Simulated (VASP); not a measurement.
# Cd4Te3 in VASP: notebook

Cd4Te3 is run at these levels: PBEsol; tasks: single point.

Program: VASP 6.6.1. These are calculated values, not measurements. Logs are shortened: lines on timing, memory, paths and dates and some standing lists are left out, and cuts for length are marked.

## Step 1: The cell of the first run

The cell holds a slab with vacuum, 7 atoms: a = 4.589 Å, b = 4.589 Å, c = 24.734 Å, α = 90.00°, β = 90.00°, γ = 90.00°.

## Step 2: Single point, PBEsol

Input file INCAR:

```
ALGO = Normal ; DIPOL = 0.5 0.5 0.500
EDIFF = 1E-7 ; ENCUT = 520
GGA = PS ; IDIPOL = 3
ISIF = 2 ; ISMEAR = 0
LASPH = True ; LCHARG = False
LDIPOL = True ; LREAL = False
LWAVE = False ; NBANDS = 42
NELM = 60 ; PREC = Accurate
SIGMA = 0.05
```

Input file KPOINTS:

```
k-points
0
Gamma
  6 6 1
```

Input file POSCAR:

```
Cd4Te3
1.0
    4.5886584767      0.0000000000      0.0000000000
    0.0000000000      4.5886584767      0.0000000000
    0.0000000000      0.0000000000     24.7340145762
Cd Te
4 3
Direct
    0.5000000000      0.5000000000      0.3032261494
    0.0000000000      0.0000000000      0.4344087165
    0.5000000000      0.5000000000      0.5655912835
    0.0000000000      0.0000000000      0.6967738506
    0.5000000000      0.0000000000      0.3688174330
    0.0000000000      0.5000000000      0.5000000000
    0.5000000000      0.0000000000      0.6311825670
```

Potentials or basis: VASP PAW PBE potentials, release 64 (Cd, Te).

Started as:

```bash
cat potpaw_PBE.64/Cd/POTCAR potpaw_PBE.64/Te/POTCAR > POTCAR
mpirun -np 1 vasp_std > vasp.out
```

OUTCAR:

```text
EDIFF = 1E-7
   ENCUT = 520
   GGA = PS
   ISIF = 2
   ISMEAR = 0
   LASPH = True
   LREAL = False
   NELM = 60
   PREC = Accurate

 ion  position               nearest neighbor table
   1  0.500  0.500  0.303-   5 2.81   5 2.81
   2  0.000  0.000  0.434-   6 2.81   6 2.81   5 2.81   5 2.81
   3  0.500  0.500  0.566-   6 2.81   6 2.81   7 2.81   7 2.81
   4  0.000  0.000  0.697-   7 2.81   7 2.81
   5  0.500  0.000  0.369-   2 2.81   2 2.81   1 2.81   1 2.81
   6  0.000  0.500  0.500-   2 2.81   3 2.81   2 2.81   3 2.81
   7  0.500  0.000  0.631-   3 2.81   3 2.81   4 2.81   4 2.81

  LATTYP: Found a simple tetragonal cell.
 ALAT       =     4.5886584767
 C/A-ratio  =     5.3902496126

  Lattice vectors:

 A1 = (   4.5886584767,   0.0000000000,   0.0000000000)
 A2 = (   0.0000000000,   4.5886584767,   0.0000000000)
 A3 = (   0.0000000000,   0.0000000000,  24.7340145762)

Analysis of symmetry for initial positions (statically):
=====================================================================
 Subroutine PRICEL returns:
 Original cell was already a primitive cell.

 Routine SETGRP: Setting up the symmetry group for a
 simple tetragonal supercell.

 Subroutine GETGRP returns: Found  8 space group operations
 (whereof  4 operations were pure point group operations)
 out of a pool of 16 trial point group operations.

The static configuration has the point symmetry C_2v.
 The point group associated with its full space group is D_2d.

Analysis of symmetry for dynamics (positions and initial velocities):
=====================================================================
 Subroutine PRICEL returns:
 Original cell was already a primitive cell.

 Routine SETGRP: Setting up the symmetry group for a
 simple tetragonal supercell.

 Subroutine GETGRP returns: Found  8 space group operations
 (whereof  4 operations were pure point group operations)
 out of a pool of 16 trial point group operations.

The dynamic configuration has the point symmetry C_2v.
 The point group associated with its full space group is D_2d.

 Subroutine INISYM returns: Found  8 space group operations
 (whereof  4 operations are pure point group operations),
 and found     1 'primitive' translations

----------------------------------------------------------------------------------------

                                     Primitive cell

  volume of cell :     520.7941

  direct lattice vectors                    reciprocal lattice vectors
     4.588658477  0.000000000  0.000000000     0.217928618  0.000000000  0.000000000
     0.000000000  4.588658477  0.000000000     0.000000000  0.217928618  0.000000000
     0.000000000  0.000000000 24.734014576     0.000000000  0.000000000  0.040430153

  length of vectors
     4.588658477  4.588658477 24.734014576     0.217928618  0.217928618  0.040430153

  position of ions in fractional coordinates (direct lattice)
     0.500000000  0.500000000  0.303226149
     0.000000000  0.000000000  0.434408717
     0.500000000  0.500000000  0.565591283
     0.000000000  0.000000000  0.696773851
     0.500000000  0.000000000  0.368817433
     0.000000000  0.500000000  0.500000000
     0.500000000  0.000000000  0.631182567

  ion indices of the primitive-cell ions
   primitive index   ion index
                 1           1
                 2           2
                 3           3
                 4           4
                 5           5
                 6           6
                 7           7

----------------------------------------------------------------------------------------

 KPOINTS: k-points

Automatic generation of k-mesh.
 Grid dimensions read from file:
 generate k-points for:    6    6    1

 Generating k-lattice:

  Cartesian coordinates                     Fractional coordinates (reciprocal lattice)
     0.036321436  0.000000000  0.000000000     0.166666667  0.000000000  0.000000000
     0.000000000  0.036321436  0.000000000     0.000000000  0.166666667  0.000000000
     0.000000000  0.000000000  0.040430153     0.000000000  0.000000000  1.000000000

  Length of vectors
     0.036321436  0.036321436  0.040430153

  Shift w.r.t. Gamma in fractional coordinates (k-lattice)
     0.000000000  0.000000000  0.000000000

 Subroutine IBZKPT returns following result:
 ===========================================

 Found     10 irreducible k-points:

 Following reciprocal coordinates:
            Coordinates               Weight
  0.000000  0.000000  0.000000      1.000000
  0.166667  0.000000  0.000000      4.000000
  0.333333  0.000000  0.000000      4.000000
  0.500000  0.000000  0.000000      2.000000
  0.166667  0.166667  0.000000      4.000000
  0.333333  0.166667  0.000000      8.000000
  0.500000  0.166667  0.000000      4.000000
  0.333333  0.333333  0.000000      4.000000
  0.500000  0.333333  0.000000      4.000000
  0.500000  0.500000  0.000000      1.000000
   k-points           NKPTS =     10   k-points in BZ     NKDIM =     10   number of bands    NBANDS=     42
   number of dos      NEDOS =    301   number of ions     NIONS =      7
   total plane-waves  NPLWV = 248832
   dimension x,y,z NGX =    36 NGY =   36 NGZ =  192
   dimension x,y,z NGXF=    72 NGYF=   72 NGZF=  384
   ions per type =               4   3
   NGX,Y,Z   is equivalent  to a cutoff of  13.04, 13.04, 12.90 a.u.
   NGXF,Y,Z  is equivalent  to a cutoff of  26.09, 26.09, 25.81 a.u.
 SYSTEM =  unknown system
   PREC   = accura    normal or accurate (medium, high low for compatibility)
   ISTART =      0    job   : 0-new  1-cont  2-samecut
   ICHARG =      2    charge: 1-file 2-atom 10-const
   ISPIN  =      1    spin polarized calculation?
   LNONCOLLINEAR =      F non collinear calculations
   LSORBIT =      F    spin-orbit coupling
   LASPH  =      T    aspherical Exc in radial PAW
   ENCUT  =  520.0 eV  38.22 Ry    6.18 a.u.   8.53  8.53 45.99*2*pi/ulx,y,z
   NELM   =     60;   NELMIN=  2; NELMDL= -5     # of ELM steps
   EDIFF  = 0.1E-06   stopping-criterion for ELM
   LREAL  =      F    real-space projection
   EDIFFG = 0.1E-05   stopping-criterion for IOM
   NSW    =      0    number of steps for IOM
   IBRION =     -1    ionic relax: 0-MD 1-quasi-New 2-CG
   NFREE  =      0    steps in history (QN), initial steepest desc. (CG)
   ISIF   =      2    stress and relaxation
   ISYM   =      2    0-nonsym 1-usesym 2-fastsym
   POTIM  = 0.5000    time-step for ionic-motion
   TEBEG  =    0.0;   TEEND  =   0.0 temperature during run
   PSTRESS=    0.0 pullay stress
   NELECT =      66.0000    total number of electrons
   NUPDOWN=      -1.0000    fix difference up-down
   EMIN   =  10.00;   EMAX   =-10.00  energy-range for DOS
   EFERMI =   0.00;   METHOD = LEGACY
   ISMEAR =     0;   SIGMA  =   0.05  broadening in eV -4-tet -1-fermi 0-gaus
   EFERMI_NEDOS =   21; number of points for ismear=-14 and -15
   IALGO  =     38    algorithm
   IMIX   =      4    mixing-type and parameters
     AMIX     =   0.40;   BMIX     =  1.00
     AMIX_MAG =   1.60;   BMIX_MAG =  1.00
  volume/ion in A,a.u.               =      74.40       502.07
  Fermi-wavevector in a.u.,A,eV,Ry     =   0.822307  1.553935  9.200113  0.676189
  Thomas-Fermi vector in A             =   1.933619
   LORBIT       =      0    0 simple, 1 ext, 2 COOP (PROOUT), +10 PAW based schemes
   GGA     = PS    functional components
   LHFCALC =     F    Hartree Fock is set to
   AEXX    =    0.0000 exact exchange contribution
   IVDW    =     0    specifies the selected vdW correction
   LEPSILON=     F    determine dielectric tensor
   LRPA    =     F    only Hartree local field effects (RPA)
 non-spin polarized calculation
 Gauss-broadening in eV      SIGMA  =   0.05
  energy-cutoff  :      520.00
  volume of cell :      520.79
 maximum number of plane-waves:     14069
 NGX is ok and might be reduce to    36
   NGX = 17   NGY = 17   NGZ = 91

 dipolmoment           0.000000      0.000000     -0.000000 electrons x Angstroem

 number of electron      65.9999975 magnetization

 dipolmoment           0.000000      0.000000      0.000000 electrons x Angstroem

 Free energy of the ion-electron system (eV)
  ---------------------------------------------------
  ext. energy  EPLUGINS =         0.00000000
  ---------------------------------------------------
  free energy    TOTEN  =       -14.65713946 eV

  energy without entropy =      -14.64852332  energy(sigma->0) =      -14.65283139

 E-fermi :  -0.8503     XC(G=0):  -4.6541

 val. band max:       -0.8601005979   @ k =   0.1667   0.1667   0.0000
 cond. band min:      -0.8106154123   @ k =   0.5000   0.3333   0.0000
 fundamental gap:      0.0494851856
 Fermi energy:        -0.8503193596

 k-point     1 :       0.0000    0.0000    0.0000
  band No.  band energies     occupation
      1     -12.9716      2.00000
      2     -12.8247      2.00000
      3     -12.5821      2.00000
      4     -10.0478      2.00000
      5     -10.0478      2.00000
      6     -10.0136      2.00000
[... 34 lines left out ...]
     41       2.8414      0.00000
     42       2.8414      0.00000

 k-point     2 :       0.1667    0.0000    0.0000
  band No.  band energies     occupation
      1     -12.9127      2.00000
      2     -12.7901      2.00000
      3     -12.5734      2.00000
      4     -10.0415      2.00000
      5     -10.0239      2.00000
      6     -10.0035      2.00000
[... 34 lines left out ...]
     41       2.6189      0.00000
     42       2.9418      0.00000

 k-point     3 :       0.3333    0.0000    0.0000
  band No.  band energies     occupation
      1     -12.7787      2.00000
      2     -12.7205      2.00000
      3     -12.5699      2.00000
      4     -10.0254      2.00000
      5     -10.0065      2.00000
      6      -9.9863      2.00000
[... 267 lines left out ...]
      4      -9.9567      2.00000
      5      -9.9522      2.00000
      6      -9.9449      2.00000
[... 34 lines left out ...]
     41       2.8839      0.00000
     42       3.5800      0.00000

 k-point    10 :       0.5000    0.5000    0.0000
  band No.  band energies     occupation
      1     -12.5604      2.00000
      2     -12.5595      2.00000
      3     -12.4685      2.00000
      4      -9.9355      2.00000
      5      -9.9355      2.00000
      6      -9.9316      2.00000
[... 34 lines left out ...]
     41       2.9547      0.00000
     42       3.9338      0.00000

------------------------ aborting loop because EDIFF is reached ----------------------------------------

 vacuum level on the upper side and lower side of the slab       (xc-potential included)        -0.052        -0.052

  FORCE on cell =-STRESS in cart. coord.  units (eV):
  Direction    XX          YY          ZZ          XY          YZ          ZX
  --------------------------------------------------------------------------------------
  -------------------------------------------------------------------------------------
  Total        1.1515780      1.1515780      1.5144399      0.0000000      0.0000000      0.0000000
  in kB        3.5427283      3.5427283      4.6590412      0.0000000      0.0000000      0.0000000
  external PRESSURE =       3.9148326 kB  Pullay stress =       0.0000000 kB

 VOLUME and BASIS-vectors are now :
 -----------------------------------------------------------------------------
  energy-cutoff  :      520.00
  volume of cell :      520.79
      direct lattice vectors                 reciprocal lattice vectors
     4.588658477  0.000000000  0.000000000     0.217928618  0.000000000  0.000000000
     0.000000000  4.588658477  0.000000000     0.000000000  0.217928618  0.000000000
     0.000000000  0.000000000 24.734014576     0.000000000  0.000000000  0.040430153

 POSITION                                       TOTAL-FORCE (eV/Angst)
 -----------------------------------------------------------------------------------
      2.29433      2.29433      7.50000         0.000000      0.000000     -0.215631
      0.00000      0.00000     10.74467         0.000000      0.000000      0.096391
      2.29433      2.29433     13.98934         0.000000      0.000000     -0.096391
      0.00000      0.00000     17.23401         0.000000      0.000000      0.215631
      2.29433      0.00000      9.12234         0.000000      0.000000      0.042331
      0.00000      2.29433     12.36701         0.000000      0.000000      0.000000
      2.29433      0.00000     15.61168         0.000000      0.000000     -0.042331
 -----------------------------------------------------------------------------------
    total drift:                                0.000000      0.000000      0.000000

  FREE ENERGIE OF THE ION-ELECTRON SYSTEM (eV)
  ---------------------------------------------------
  free  energy   TOTEN  =       -14.6571394615 eV

  energy  without entropy=      -14.6485233217  energy(sigma->0) =      -14.65283139

 vacuum level on the upper side and lower side of the slab         3.117         3.117
```

It took 5.4 min on 1 thread of Intel Xeon Platinum 8375C at 2.90GHz (Ice Lake), shared host; peak memory 0.64 GiB.

What came out:

| Quantity | Value |
| --- | --- |
| Free energy | -14.6571 eV |
| Largest force | 0.216 eV/Å |
| Band gap on the k mesh | zero (band 33 reaches -0.61 eV, above the bottom of band 34 at -1.01 eV) |

Forces on the atoms (eV/Å):
```
Cd   0.000  0.000 -0.216
Cd   0.000  0.000  0.096
Cd   0.000  0.000 -0.096
Cd   0.000  0.000  0.216
Te   0.000  0.000  0.042
Te   0.000  0.000  0.000
Te   0.000  0.000 -0.042
```

Caveat: the PAW data sets were made with another functional, which shifts forces and pressure a little; spin-orbit coupling is left out, which moves the levels of the heavy elements.

## Step 3: Single point, PBEsol

Input file INCAR:

```
ALGO     = Normal         # electronic algorithm
DIPOL    = 0.5 0.5 0.500
EDIFF    = 1E-7           # SCF threshold, eV
ENCUT    = 520            # plane-wave cutoff, eV
GGA      = PS             # functional
IDIPOL   = 3            
ISIF     = 2              # what is computed and relaxed
ISMEAR   = 0              # smearing method
LASPH    = True           # aspherical terms in the spheres
LCHARG   = False          # write CHGCAR
LDIPOL   = True         
LREAL    = False          # projectors in reciprocal space
LWAVE    = False          # write WAVECAR
NBANDS   = 42             # bands
NELM     = 80             # most SCF steps
PREC     = Accurate       # precision mode
SIGMA    = 0.05           # smearing width, eV
```

KPOINTS is that of step 2.

Input file POSCAR:

```
Cd4Te3
1.0
    4.5886584767      0.0000000000      0.0000000000
    0.0000000000      4.5886584767      0.0000000000
    0.0000000000      0.0000000000     24.7340145762
Cd Te
4 3
Direct
    0.5000000000      0.5000000000      0.2987909193
    0.0000000000      0.0000000000      0.4340027265
    0.5000000000      0.5000000000      0.5659972605
    0.0000000000      0.0000000000      0.7012090483
    0.5000000000      0.0000000000      0.3668882306
    0.0000000000      0.5000000000      0.5000000132
    0.5000000000      0.0000000000      0.6331118016
```

Potentials or basis: VASP PAW PBE potentials, release 64 (Cd, Te).

Started as:

```bash
cat potpaw_PBE.64/Cd/POTCAR potpaw_PBE.64/Te/POTCAR > POTCAR
mpirun -np 1 vasp_std > vasp.out
```

Run time: 5.2 min. Hardware: 1 thread of Intel Xeon Platinum 8375C at 2.90GHz (Ice Lake), shared host; peak memory 0.62 GiB.

Results (log left out):

| Quantity | Value |
| --- | --- |
| Free energy | -14.6801 eV |
| Largest force | 0.022 eV/Å |
| Band gap on the k mesh | zero (band 33 reaches -0.67 eV, above the bottom of band 34 at -1.07 eV) |

Forces on the atoms (eV/Å):
```
Cd   0.000  0.000 -0.022
Cd   0.000  0.000  0.000
Cd   0.000  0.000  0.000
Cd   0.000  0.000  0.022
Te   0.000  0.000  0.000
Te   0.000  0.000  0.000
Te   0.000  0.000  0.000
```

Levels at points of the mesh, in eV from the Fermi level:
| k point | band 29 | band 30 | band 31 | band 32 | band 33 | band 34 | band 35 | band 36 | band 37 | band 38 |
| --- | --- | --- | --- | --- | --- | --- | --- | --- | --- | --- |
| (0.00, 0.00, 0.00) | -1.93 | -1.93 | -1.24 | -1.24 | -1.15 | 0.03 | 1.45 | 1.84 | 1.85 | 2.10 |
| (0.50, 0.00, 0.00) | -2.41 | -1.68 | -1.65 | -1.60 | -0.33 | -0.01 | 0.85 | 1.44 | 2.27 | 2.90 |
| (0.50, 0.50, 0.00) | -3.00 | -2.96 | -2.91 | -2.79 | 0.24 | 0.24 | 0.96 | 1.26 | 2.13 | 2.27 |

Caveat: the PAW data sets were made with another functional, which shifts forces and pressure a little; spin-orbit coupling is left out, which moves the levels of the heavy elements.
